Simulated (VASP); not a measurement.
# AlN (F-43m) in VASP: single point with PBEsol

Aim: the single point of AlN with PBEsol.

Program: VASP 6.6.1. These are calculated values, not measurements. Logs are shortened: lines on timing, memory, paths and dates and some standing lists are left out, and cuts for length are marked.

## 1. The cell of the first run

The structure is cubic, space group F-43m (No. 216). The conventional cell has a = 4.368 Å, b = 4.368 Å, c = 4.368 Å, α = 90.00°, β = 90.00°, γ = 90.00°. Al (site symmetry -43m) has 4 N at 1.89 Å within 2.5 Å. N (site symmetry -43m) has 4 Al at 1.89 Å within 2.5 Å.

## 2. Single point, PBEsol

The input, INCAR:

```
PREC = Accurate
ENCUT = 520
EDIFF = 1E-7
ISMEAR = 0
SIGMA = 0.1
LREAL = Auto
LASPH = T
NELM = 60
ALGO = Normal
ISIF = 2
LWAVE = F
LCHARG = F
GGA = PS
NBANDS = 46
ISYM = 0
```

The input, KPOINTS:

```
Automatic mesh
0
Gamma
  2 2 2
  0.5 0.5 0.5
```

The input, POSCAR:

```
AlN
1.0
   -4.3679871192      4.3679871192      0.0000000000
   -4.3679871192      0.0000000000      4.3679871192
    0.0000000000      4.3679871192      4.3679871192
Al N
8 8
Direct
    0.0000000000      0.0000000000      0.0000000000
    0.5000000000      0.0000000000      0.0000000000
    0.0000000000      0.5000000000      0.0000000000
    0.0000000000      0.0000000000      0.5000000000
    0.5000000000      0.5000000000      0.0000000000
    0.5000000000      0.0000000000      0.5000000000
    0.0000000000      0.5000000000      0.5000000000
    0.5000000000      0.5000000000      0.5000000000
    0.6250000000      0.6250000000      0.1250000000
    0.1250000000      0.6250000000      0.1250000000
    0.6250000000      0.1250000000      0.1250000000
    0.6250000000      0.6250000000      0.6250000000
    0.1250000000      0.1250000000      0.1250000000
    0.1250000000      0.6250000000      0.6250000000
    0.6250000000      0.1250000000      0.6250000000
    0.1250000000      0.1250000000      0.6250000000
```

Potentials or basis: VASP PAW PBE potentials, release 64 (Al, N).

On the command line:

```
cat potpaw_PBE.64/Al/POTCAR potpaw_PBE.64/N/POTCAR > POTCAR
mpirun -np 1 vasp_std > vasp.out
```

OUTCAR:

```text
PREC = Accurate
   ENCUT = 520
   EDIFF = 1E-7
   ISMEAR = 0
   LREAL = Auto
   LASPH = T
   NELM = 60
   ISIF = 2
   GGA = PS
   ISYM = 0

 ion  position               nearest neighbor table
   1  0.000  0.000  0.000-  10 1.89  11 1.89  13 1.89  16 1.89   3 3.09   4 3.09   2 3.09   4 3.09
                             6 3.09   7 3.09   3 3.09   5 3.09   7 3.09   2 3.09   5 3.09   6 3.09
   2  0.500  0.000  0.000-   9 1.89  11 1.89  13 1.89  15 1.89   5 3.09   6 3.09   1 3.09   4 3.09
                             6 3.09   8 3.09   3 3.09   5 3.09   8 3.09   1 3.09   3 3.09   4 3.09
   3  0.000  0.500  0.000-   9 1.89  10 1.89  13 1.89  14 1.89   5 3.09   7 3.09   1 3.09   4 3.09
                             7 3.09   8 3.09   1 3.09   2 3.09   4 3.09   2 3.09   5 3.09   8 3.09
   4  0.000  0.000  0.500-  13 1.89  14 1.89  15 1.89  16 1.89   6 3.09   7 3.09   1 3.09   1 3.09
                             2 3.09   3 3.09   3 3.09   7 3.09   8 3.09   2 3.09   6 3.09   8 3.09
   5  0.500  0.500  0.000-   9 1.89  10 1.89  11 1.89  12 1.89   3 3.09   8 3.09   2 3.09   6 3.09
                             7 3.09   8 3.09   1 3.09   2 3.09   6 3.09   1 3.09   3 3.09   7 3.09
   6  0.500  0.000  0.500-  11 1.89  12 1.89  15 1.89  16 1.89   4 3.09   8 3.09   2 3.09   1 3.09
                             2 3.09   5 3.09   5 3.09   7 3.09   8 3.09   1 3.09   4 3.09   7 3.09
   7  0.000  0.500  0.500-  10 1.89  12 1.89  14 1.89  16 1.89   4 3.09   8 3.09   3 3.09   1 3.09
                             3 3.09   5 3.09   1 3.09   4 3.09   6 3.09   5 3.09   6 3.09   8 3.09
   8  0.500  0.500  0.500-   9 1.89  12 1.89  14 1.89  15 1.89   6 3.09   7 3.09   5 3.09   2 3.09
                             3 3.09   5 3.09   2 3.09   4 3.09   6 3.09   3 3.09   4 3.09   7 3.09
   9  0.625  0.625  0.125-   2 1.89   3 1.89   5 1.89   8 1.89
  10  0.125  0.625  0.125-   1 1.89   3 1.89   5 1.89   7 1.89
  11  0.625  0.125  0.125-   1 1.89   2 1.89   5 1.89   6 1.89
  12  0.625  0.625  0.625-   5 1.89   6 1.89   7 1.89   8 1.89
  13  0.125  0.125  0.125-   1 1.89   2 1.89   3 1.89   4 1.89
  14  0.125  0.625  0.625-   3 1.89   4 1.89   7 1.89   8 1.89
  15  0.625  0.125  0.625-   2 1.89   4 1.89   6 1.89   8 1.89
  16  0.125  0.125  0.625-   1 1.89   4 1.89   6 1.89   7 1.89

IMPORTANT INFORMATION: All symmetrisations will be switched off!
NOSYMM: (Re-)initialisation of all symmetry stuff for point group C_1.

----------------------------------------------------------------------------------------

                                     Primitive cell

  volume of cell :     166.6764

  direct lattice vectors                    reciprocal lattice vectors
    -4.367987119  4.367987119  0.000000000    -0.114469202  0.114469202 -0.114469202
    -4.367987119  0.000000000  4.367987119    -0.114469202 -0.114469202  0.114469202
     0.000000000  4.367987119  4.367987119     0.114469202  0.114469202  0.114469202

  length of vectors
     6.177266624  6.177266624  6.177266624     0.198266474  0.198266474  0.198266474

  position of ions in fractional coordinates (direct lattice)
     0.000000000  0.000000000  0.000000000
     0.500000000  0.000000000  0.000000000
     0.000000000  0.500000000  0.000000000
     0.000000000  0.000000000  0.500000000
     0.500000000  0.500000000  0.000000000
     0.500000000  0.000000000  0.500000000
[... 8 lines left out ...]
     0.625000000  0.125000000  0.625000000
     0.125000000  0.125000000  0.625000000

  ion indices of the primitive-cell ions
   primitive index   ion index
                 1           1
                 2           2
                 3           3
                 4           4
                 5           5
                 6           6
[... 8 lines left out ...]
                15          15
                16          16

----------------------------------------------------------------------------------------

 KPOINTS: Automatic mesh

Automatic generation of k-mesh.
 Grid dimensions read from file:
 generate k-points for:    2    2    2

 Generating k-lattice:

  Cartesian coordinates                     Fractional coordinates (reciprocal lattice)
    -0.057234601  0.057234601 -0.057234601     0.500000000  0.000000000  0.000000000
    -0.057234601 -0.057234601  0.057234601     0.000000000  0.500000000  0.000000000
     0.057234601  0.057234601  0.057234601     0.000000000  0.000000000  0.500000000

  Length of vectors
     0.099133237  0.099133237  0.099133237

  Shift w.r.t. Gamma in fractional coordinates (k-lattice)
     0.500000000  0.500000000  0.500000000

 Subroutine IBZKPT returns following result:
 ===========================================

 Found     16 irreducible k-points:

 Following reciprocal coordinates:
            Coordinates               Weight
  0.250000  0.250000  0.250000      2.000000
  0.250000  0.000000  0.000000      2.000000
  0.000000  0.000000 -0.250000      2.000000
  0.000000  0.250000  0.000000      2.000000
 -0.250000  0.250000  0.250000      2.000000
  0.250000 -0.250000  0.250000      2.000000
[... 8 lines left out ...]
  0.000000  0.250000  0.500000      2.000000
  0.500000  0.250000  0.000000      2.000000
   k-points           NKPTS =     16   k-points in BZ     NKDIM =     16   number of bands    NBANDS=     46
   number of dos      NEDOS =    301   number of ions     NIONS =     16
   total plane-waves  NPLWV = 110592
   dimension x,y,z NGX =    48 NGY =   48 NGZ =   48
   dimension x,y,z NGXF=    96 NGYF=   96 NGZF=   96
   ions per type =               8   8
   NGX,Y,Z   is equivalent  to a cutoff of  12.92, 12.92, 12.92 a.u.
   NGXF,Y,Z  is equivalent  to a cutoff of  25.84, 25.84, 25.84 a.u.
 SYSTEM =  unknown system
   PREC   = accura    normal or accurate (medium, high low for compatibility)
   ISTART =      0    job   : 0-new  1-cont  2-samecut
   ICHARG =      2    charge: 1-file 2-atom 10-const
   ISPIN  =      1    spin polarized calculation?
   LNONCOLLINEAR =      F non collinear calculations
   LSORBIT =      F    spin-orbit coupling
   LASPH  =      T    aspherical Exc in radial PAW
   ENCUT  =  520.0 eV  38.22 Ry    6.18 a.u.  11.49 11.49 11.49*2*pi/ulx,y,z
   NELM   =     60;   NELMIN=  2; NELMDL= -5     # of ELM steps
   EDIFF  = 0.1E-06   stopping-criterion for ELM
   LREAL  =      T    real-space projection
   EDIFFG = 0.1E-05   stopping-criterion for IOM
   NSW    =      0    number of steps for IOM
   IBRION =     -1    ionic relax: 0-MD 1-quasi-New 2-CG
   NFREE  =      0    steps in history (QN), initial steepest desc. (CG)
   ISIF   =      2    stress and relaxation
   ISYM   =      0    0-nonsym 1-usesym 2-fastsym
   POTIM  = 0.5000    time-step for ionic-motion
   TEBEG  =    0.0;   TEEND  =   0.0 temperature during run
   PSTRESS=    0.0 pullay stress
   NELECT =      64.0000    total number of electrons
   NUPDOWN=      -1.0000    fix difference up-down
   EMIN   =  10.00;   EMAX   =-10.00  energy-range for DOS
   EFERMI =   0.00;   METHOD = LEGACY
   ISMEAR =     0;   SIGMA  =   0.10  broadening in eV -4-tet -1-fermi 0-gaus
   EFERMI_NEDOS =   21; number of points for ismear=-14 and -15
   IALGO  =     38    algorithm
   IMIX   =      4    mixing-type and parameters
     AMIX     =   0.40;   BMIX     =  1.00
     AMIX_MAG =   1.60;   BMIX_MAG =  1.00
  volume/ion in A,a.u.               =      10.42        70.30
  Fermi-wavevector in a.u.,A,eV,Ry     =   1.189899  2.248583 19.263943  1.415860
  Thomas-Fermi vector in A             =   2.325996
   LORBIT       =      0    0 simple, 1 ext, 2 COOP (PROOUT), +10 PAW based schemes
   GGA     = PS    functional components
   LHFCALC =     F    Hartree Fock is set to
   AEXX    =    0.0000 exact exchange contribution
   IVDW    =     0    specifies the selected vdW correction
   LEPSILON=     F    determine dielectric tensor
   LRPA    =     F    only Hartree local field effects (RPA)
 non-spin polarized calculation
 Gauss-broadening in eV      SIGMA  =   0.10
  energy-cutoff  :      520.00
  volume of cell :      166.68
 maximum number of plane-waves:      4510
 NGX is ok and might be reduce to    48
   NGX = 23   NGY = 23   NGZ = 23

 number of electron      63.9999998 magnetization

 Free energy of the ion-electron system (eV)
  ---------------------------------------------------
  ext. energy  EPLUGINS =         0.00000000
  ---------------------------------------------------
  free energy    TOTEN  =      -124.88650833 eV

  energy without entropy =     -124.88650833  energy(sigma->0) =     -124.88650833

 E-fermi :   6.2499     XC(G=0): -11.1291

 val. band max:        5.7990196469   @ k =   0.0000   0.0000  -0.2500
 cond. band min:       9.9174133640   @ k =   0.0000   0.0000  -0.2500
 fundamental gap:      4.1183937171
 Fermi energy:         6.2499176202

 k-point     1 :       0.2500    0.2500    0.2500
  band No.  band energies     occupation
      1      -8.8505      2.00000
      2      -7.4163      2.00000
      3      -6.9252      2.00000
      4      -6.9252      2.00000
      5      -6.9251      2.00000
      6      -6.4731      2.00000
[... 36 lines left out ...]
     43      14.6083      0.00000
     44      14.9986      0.00000

 k-point     2 :       0.2500    0.0000    0.0000
  band No.  band energies     occupation
      1      -8.8505      2.00000
      2      -7.4163      2.00000
      3      -6.9252      2.00000
      4      -6.9252      2.00000
      5      -6.9251      2.00000
      6      -6.4731      2.00000
[... 36 lines left out ...]
     43      14.6083      0.00000
     44      14.9986      0.00000

 k-point     3 :       0.0000    0.0000   -0.2500
  band No.  band energies     occupation
      1      -8.8505      2.00000
      2      -7.4163      2.00000
      3      -6.9252      2.00000
      4      -6.9252      2.00000
      5      -6.9251      2.00000
      6      -6.4731      2.00000
[... 36 lines left out ...]
     43      14.6083      0.00000
     44      14.9986      0.00000

 k-point     4 :       0.0000    0.2500    0.0000
  band No.  band energies     occupation
      1      -8.8505      2.00000
      2      -7.4163      2.00000
      3      -6.9252      2.00000
      4      -6.9252      2.00000
      5      -6.9251      2.00000
      6      -6.4731      2.00000
[... 506 lines left out ...]
     43      15.4885      0.00000
     44      15.7057      0.00000

 k-point    15 :       0.0000    0.2500    0.5000
  band No.  band energies     occupation
      1      -8.2764      2.00000
      2      -7.7847      2.00000
      3      -7.3170      2.00000
      4      -7.0169      2.00000
      5      -7.0168      2.00000
      6      -6.6354      2.00000
[... 36 lines left out ...]
     43      15.4885      0.00000
     44      15.7057      0.00000

 k-point    16 :       0.5000    0.2500    0.0000
  band No.  band energies     occupation
      1      -8.2764      2.00000
      2      -7.7847      2.00000
      3      -7.3170      2.00000
      4      -7.0169      2.00000
      5      -7.0168      2.00000
      6      -6.6354      2.00000
[... 36 lines left out ...]
     43      15.4885      0.00000
     44      15.7057      0.00000
 [bands above 44 left out]

------------------------ aborting loop because EDIFF is reached ----------------------------------------

  FORCE on cell =-STRESS in cart. coord.  units (eV):
  Direction    XX          YY          ZZ          XY          YZ          ZX
  --------------------------------------------------------------------------------------
  -------------------------------------------------------------------------------------
  Total        1.4623828      1.4623712      1.4623667      0.0000041     -0.0000011      0.0000075
  in kB       14.0571608     14.0570492     14.0570058      0.0000393     -0.0000110      0.0000719
  external PRESSURE =      14.0570719 kB  Pullay stress =       0.0000000 kB

 VOLUME and BASIS-vectors are now :
 -----------------------------------------------------------------------------
  energy-cutoff  :      520.00
  volume of cell :      166.68
      direct lattice vectors                 reciprocal lattice vectors
    -4.367987119  4.367987119  0.000000000    -0.114469202  0.114469202 -0.114469202
    -4.367987119  0.000000000  4.367987119    -0.114469202 -0.114469202  0.114469202
     0.000000000  4.367987119  4.367987119     0.114469202  0.114469202  0.114469202

 POSITION                                       TOTAL-FORCE (eV/Angst)
 -----------------------------------------------------------------------------------
      0.00000      0.00000      0.00000         0.000015      0.000008     -0.000010
     -2.18399      2.18399      0.00000        -0.000011     -0.000004     -0.000009
     -2.18399      0.00000      2.18399        -0.000015      0.000007      0.000011
      0.00000      2.18399      2.18399         0.000012     -0.000005      0.000007
     -4.36799      2.18399      2.18399         0.000014     -0.000008      0.000010
     -2.18399      4.36799      2.18399        -0.000013      0.000006      0.000007
[... 8 lines left out ...]
     -3.27599      5.45998      3.27599         0.000001     -0.000001     -0.000001
     -1.09200      3.27599      3.27599        -0.000001      0.000001      0.000001
 -----------------------------------------------------------------------------------
    total drift:                                0.000005     -0.000000     -0.000000

  FREE ENERGIE OF THE ION-ELECTRON SYSTEM (eV)
  ---------------------------------------------------
  free  energy   TOTEN  =      -124.8865083283 eV

  energy  without entropy=     -124.8865083283  energy(sigma->0) =     -124.88650833
```

Wall time 5.1 min (1 thread of Intel Xeon Platinum 8259CL at 2.50GHz (Skylake/Cascade Lake), shared host); peak memory 0.34 GiB.

Results:

```yaml
Free_energy: -124.8865 eV
Pressure: 1.4 GPa
Band_gap_on_the_k_mesh: 4.12 eV
```

Levels at points of the mesh, in eV from the valence-band top:
| k point | band 29 | band 30 | band 31 | band 32 | band 33 | band 34 | band 35 | band 36 |
| --- | --- | --- | --- | --- | --- | --- | --- | --- |
| (0.25, 0.25, 0.25) | -0.34 | -0.34 | 0.00 | 0.00 | 4.12 | 4.12 | 4.12 | 5.16 |

Caveat: the k points lie up to 0.62 Å⁻¹ apart; the PAW data sets were made with another functional, which shifts forces and pressure a little; a shifted mesh leaves out Γ, where band edges can lie.
